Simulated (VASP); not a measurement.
Write the native input for VASP 6.6.1 that does the following.

| Quantity | Value |
| --- | --- |
| Task | single point |
| Functional | PBE |
| Potentials or basis | VASP PAW PBE potentials, release 64 (Li_sv, Cl) |
| Cutoff | 520 eV |
| k mesh | 8 × 8 × 8 |
| Occupations | gaussian, width 0.02 eV |
| Spin | no spin polarisation |
| Dipole correction | no |
| Further INCAR settings | ALGO = Normal; EDIFF = 1e-06; NBANDS = 12 |

The structure of LiCl lies in POSCAR:

```
LiCl
1.0
    0.0000000000      2.5756997545      2.5756997545
    2.5756997545      0.0000000000      2.5756997545
    2.5756997545      2.5756997545      0.0000000000
Li Cl
1 1
Direct
    0.0000000000      0.0000000000      0.0000000000
    0.5000000000      0.5000000000      0.5000000000
```

The input as run:

INCAR

```
SYSTEM = LiCl
PREC = Accurate
ENCUT = 520
EDIFF = 1E-6
ISMEAR = 0
SIGMA = 0.02
LREAL = .FALSE.
LASPH = .TRUE.
NELM = 60
ALGO = Normal
ISIF = 2
LWAVE = .FALSE.
LCHARG = .FALSE.
GGA = PE
NBANDS = 12
```

KPOINTS

```
regular mesh
0
G
  8 8 8
  0 0 0
```

Potentials or basis: VASP PAW PBE potentials, release 64 (Li_sv, Cl).

The run is started by

```bash
$ cat potpaw_PBE.64/Li_sv/POTCAR potpaw_PBE.64/Cl/POTCAR > POTCAR
$ mpirun -np 1 vasp_std > vasp.out
```

Results of the run:

```yaml
Band_gap_on_the_k_mesh: 6.27 eV, direct
```

Run time: 4.9 s on 1 thread of Intel(R) Xeon(R) 6975P-C (Granite Rapids), with other jobs on the host, peak memory 0.14 GiB.
